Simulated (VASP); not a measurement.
CeO2: relaxation of cell and atoms with RPBE+D4

CeO2:

```
Ce O
1.0
     0.00000    2.70365    2.70365
     2.70365    0.00000    2.70365
     2.70365    2.70365    0.00000
Ce O
1 2
Direct
  0.00000 0.00000 0.00000
  0.75000 0.75000 0.75000
  0.25000 0.25000 0.25000
```

```
Program                : VASP 6.6.1
Task                   : relaxation of cell and atoms
Functional             : RPBE
Dispersion             : D4
Potentials or basis    : VASP PAW PBE potentials, release 64 (Ce, O)
Cutoff                 : 600 eV
k mesh                 : 9 × 9 × 9
Occupations            : fermi-dirac, width 0.05 eV
Spin                   : collinear spin, ferromagnetic start
Starting moments       : [1.0, 0.0, 0.0] μB
Dipole correction      : no
Further INCAR settings : ALGO = Normal; EDIFF = 1e-07; IBRION = 2; EDIFFG = -0.01; NSW = 60; ISIF = 3
```

The relaxed volume is 13.39 Å³/atom. The relaxed cell is a = 3.844 Å, b = 3.844 Å, c = 3.844 Å, α = 60.00°, β = 60.00°, γ = 60.00° and the space group after relaxing (to 0.1 Å) is Fm-3m (No. 225). The energy gained by relaxing is 1.9 meV/atom, the ionic steps are 3 and the pressure after relaxing is 0.0 GPa. The band gap on the k mesh is 1.98 eV (least direct gap 2.04 eV) and the net moment is 0.00 μB per cell. The valence electrons inside the program's atomic spheres are Ce 9.68; O 5.03. The dispersion energy per atom is -0.479 eV.

The path:
```csv
step,energy change (eV),largest force (eV/Å),pressure (GPa),volume (Å³)
1,0.0000,0.0000,2.89,39.53
2,0.0012,0.0000,-2.97,40.90
3,-0.0057,0.0000,0.00,40.17
```

Final structure:
```xyz
3
Lattice="0.0000 2.7183 2.7183 2.7183 0.0000 2.7183 2.7183 2.7183 0.0000" Properties=species:S:1:pos:R:3 pbc="T T T"
Ce    0.0000    0.0000    0.0000
O     4.0775    4.0775    4.0775
O     1.3592    1.3592    1.3592
```

Levels at points of the mesh, in eV from the valence-band top:
Spin up:
```
           k point  band 9  band 10  band 11  band 12  band 13  band 14  band 15  band 16
(0.00, 0.00, 0.00)   -3.73    -0.54    -0.54    -0.54     2.28     2.28     2.28     2.51
```
Spin down:
```tsv
k point	band 10	band 11	band 12	band 13	band 14	band 15
(0.00, 0.00, 0.00)	-0.54	-0.54	-0.54	2.28	2.28	2.28
```

It took 3.7 min on 1 thread of Intel(R) Xeon(R) Platinum 8259CL CPU @ 2.50GHz (Skylake/Cascade Lake), with other jobs on the host, peak memory 0.25 GiB.

The cell as given is a measured one (13.18 Å³/atom); RPBE+D4 puts the equilibrium volume +1.6 % from it, thermal expansion not counted.

Caveat: the magnetic or orbital state may not be the lowest; the moments typed at the start vanished in this run; the PAW data sets were made with another functional, which shifts forces and pressure a little; spin-orbit coupling is left out, which moves the levels of the heavy elements; an odd mesh through Γ misses points on the zone boundary, where band edges can lie. The state reached can hang on the start; a lower one may exist.
